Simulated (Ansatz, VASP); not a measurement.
**Two plane-wave programs on CdSb3O**

The input INCAR:

```
SYSTEM = CdSb3O
ALGO = Normal ; EDIFF = 1E-6
EDIFFG = -0.04 ; ENCUT = 600
GGA = PE ; IBRION = 2
ISIF = 3 ; ISMEAR = 0
LASPH = .TRUE. ; LCHARG = .FALSE.
LREAL = .FALSE. ; LWAVE = .FALSE.
NELM = 60 ; NSW = 90
PREC = Accurate ; SIGMA = 0.1
```

The input KPOINTS:

```
k-points
0
G
  6 6 2
  0 0 0
```

POSCAR

```
CdSb3O
1.0
    3.3563915699      0.0000000000      0.0000000000
    0.0000000000      3.3563915699      0.0000000000
    0.0000000000      0.0000000000     11.1738328257
Cd Sb O
1 3 1
Direct
    0.5000000000      0.5000000000      0.0000000000
    0.0000000000      0.0000000000      0.5000000000
    0.5000000000      0.5000000000      0.2538048338
    0.5000000000      0.5000000000      0.7461951662
    0.5000000000      0.5000000000      0.5000000000
```

Input for Ansatz:

```yaml
crystal:
  lattice:
    - [3.3563915699, 0.0, 0.0]
    - [0.0, 3.3563915699, 0.0]
    - [0.0, 0.0, 11.1738328257]
  atoms:
    - { symbol: Cd, position: [0.5, 0.5, 0.0] }
    - { symbol: Sb, position: [0.0, 0.0, 0.5] }
    - { symbol: Sb, position: [0.5, 0.5, 0.2538048338] }
    - { symbol: Sb, position: [0.5, 0.5, 0.7461951662] }
    - { symbol: O, position: [0.5, 0.5, 0.5] }
basis:
  ecutwfc: 420
kpoints:
  mp_grid: { grid: [6, 6, 2] }
hamiltonian:
  xc: pbe
scf:
  occupations: { method: gaussian, width: 0.1 }
  lower_state_search: "off"
output:
  forces: true
  stress: true
  eigenvalues: true
relax:
  adjacent_minimum: "off"
  f_tol: 0.04
  max_steps: 70
  cell: { stress_tol: 0.4 }
```

Alike in both runs: task relaxation of cell and atoms; functional PBE; k mesh 6 × 6 × 2; occupations gaussian, width 0.1 eV; no spin polarisation.

|  | VASP | Ansatz |
| --- | --- | --- |
| version | VASP 6.6.1 | Ansatz 0.2.0 |
| potentials or method | VASP PAW PBE potentials, release 64 (Cd, Sb, O), cutoff 600 eV | scalar-relativistic, plane waves, PAW |
| valence electrons in the cell | 33 | 71 |

Ansatz gave:

* gap on the k mesh at the Fermi level, each at its own relaxed structure (eV): none
* relaxed volume (Å³/atom): 26.39
* relaxed cell length with the largest relative difference (Å): 12.460

Q: What did VASP give for the same quantities?

A: gap on the k mesh at the Fermi level, each at its own relaxed structure (eV): none; relaxed volume (Å³/atom): 26.46; relaxed cell length with the largest relative difference (Å): 12.532.

A gap of «none» marks a metal or a gap that the smearing closes. VASP's potentials hold 33 valence electrons a cell and Ansatz's 71, so a difference there can come from the potentials and not from the codes.

Spin-orbit coupling is off throughout.
